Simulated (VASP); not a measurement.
Set up this calculation in VASP 6.6.1, as the native input.

```yaml
Task: relaxation of cell and atoms
Functional: PBE
Potentials_or_basis: VASP PAW PBE potentials, release 64 (Bi_d)
Cutoff: 600 eV
k_mesh: 12 × 12 × 12
Occupations: fermi-dirac, width 0.08 eV
Spin: no spin polarisation
Target_pressure: 92 GPa
Dipole_correction: no
Further_INCAR_settings: ALGO = Normal; EDIFF = 1e-07; IBRION = 2; EDIFFG = -0.005; NSW = 32; ISIF = 3
```

The structure of Bi lies in POSCAR:

```
Bi
1.0
    1.4918478361     -0.8613187498      4.8739348904
    0.0000000000      1.7226374995      4.8739348904
   -1.4918478361     -0.8613187498      4.8739348904
Bi
2
Direct
    0.2500000340      0.2500000340      0.2500000340
   -0.2500000340     -0.2500000340     -0.2500000340
```

This isn't the form of Bi at room conditions, which is rhombohedral.

These files were run (other wordings do the same):

INCAR

```
SYSTEM = Bi
  ALGO = Normal
  EDIFF = 1E-7
  EDIFFG = -0.005
  ENCUT = 600
  GGA = PE
  IBRION = 2
  ISIF = 3
  ISMEAR = -1
  LASPH = .True.
  LCHARG = .False.
  LREAL = .False.
  LWAVE = .False.
  NELM = 100
  NSW = 32
  PREC = Accurate
  PSTRESS = 920.0
  SIGMA = 0.08
```

KPOINTS

```
k-points
0
Gamma
  12 12 12
  0 0 0
```

Potentials or basis: VASP PAW PBE potentials, release 64 (Bi_d).

Command:

```sh
$ cat potpaw_PBE.64/Bi_d/POTCAR > POTCAR
$ mpirun -np 1 vasp_std > vasp.out
```

Results of the run:

The relaxed volume is 18.79 Å³/atom. The relaxed cell is a = 5.170 Å, b = 5.170 Å, c = 5.170 Å, α = 33.55°, β = 33.55°, γ = 33.55°, the space group after relaxing (to 0.1 Å) is Fm-3m (No. 225) and the energy change on relaxing (the run minimises the enthalpy) is -1.2 meV/atom. The ionic steps are 3. The pressure after relaxing is 92.0 GPa and the band gap on the k mesh is zero (bands 15 and 16 overlap by 10.79 eV).

Caveat: the cell is relaxed towards a set pressure, so the run minimises the enthalpy, not the energy; spin-orbit coupling is left out, which moves the levels of the heavy elements.

It took 8.3 min on 1 thread of Intel(R) Xeon(R) Platinum 8488C (Sapphire Rapids), with other jobs on the host, peak memory 0.34 GiB.
